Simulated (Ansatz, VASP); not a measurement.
# CdSe: VASP beside Ansatz

INCAR

```
ALGO = Normal ; EDIFF = 1E-7
ENCUT = 520 ; GGA = PE
ISIF = 2 ; ISMEAR = 0
LASPH = True ; LCHARG = True
LELF = True ; LREAL = False
LVHAR = True ; LWAVE = False
NBANDS = 26 ; NELM = 100
PREC = Accurate ; SIGMA = 0.05
```

KPOINTS

```
k-points
0
Gamma
  12 12 4
```

The input POSCAR:

```
CdSe
1.0
    4.3573907927      0.0000000000      0.0000000000
   -2.1786953964      3.7736111207      0.0000000000
    0.0000000000      0.0000000000      6.8268581503
Cd Se
2 2
Direct
    0.6666666667      0.3333333333      0.0000000000
    0.3333333333      0.6666666667      0.5000000000
    0.6666666667      0.3333333333      0.3750000000
    0.3333333333      0.6666666667      0.8750000000
```

Input for Ansatz:

```yaml
crystal:
  lattice:
    - [4.3573907927, 0.0, 0.0]
    - [-2.1786953964, 3.7736111207, 0.0]
    - [0.0, 0.0, 6.8268581503]
  atoms:
    - { symbol: Cd, position: [0.6666666667, 0.3333333333, 0.0] }
    - { symbol: Cd, position: [0.3333333333, 0.6666666667, 0.5] }
    - { symbol: Se, position: [0.6666666667, 0.3333333333, 0.375] }
    - { symbol: Se, position: [0.3333333333, 0.6666666667, 0.875] }
basis:
  ecutwfc: 420
kpoints:
  mp_grid: { grid: [12, 12, 4] }
hamiltonian:
  xc: pbe
scf:
  occupations: { method: gaussian, width: 0.05 }
output:
  forces: true
  stress: true
  eigenvalues: true
```

Alike in both runs: task single point; functional PBE; k mesh 12 × 12 × 4; occupations gaussian, width 0.05 eV; no spin polarisation.

```csv
,VASP,Ansatz
version,VASP 6.6.1,Ansatz 0.2.0
potentials or method,"VASP PAW PBE potentials, release 64 (Cd, Se), cutoff 520 eV","scalar-relativistic, plane waves, PAW"
valence electrons in the cell,36,72
```

```csv
,VASP,Ansatz,Ansatz less VASP
gap on the k mesh at the Fermi level (eV),0.68,0.68,+0.002
least direct gap on the mesh (eV),0.68,0.68,+0.002
pressure (GPa),3.5,3.2,-0.33
"traceless stress, the component that is largest in VASP (GPa)",3.04,2.96,-0.075
rms of the force components (eV/Å),0.241,0.233,-0.0082
```

Atom by atom the forces differ by 0.008 eV/Å (rms over components). VASP's potentials hold 36 valence electrons a cell and Ansatz's 72, so a difference there can come from the potentials and not from the codes.
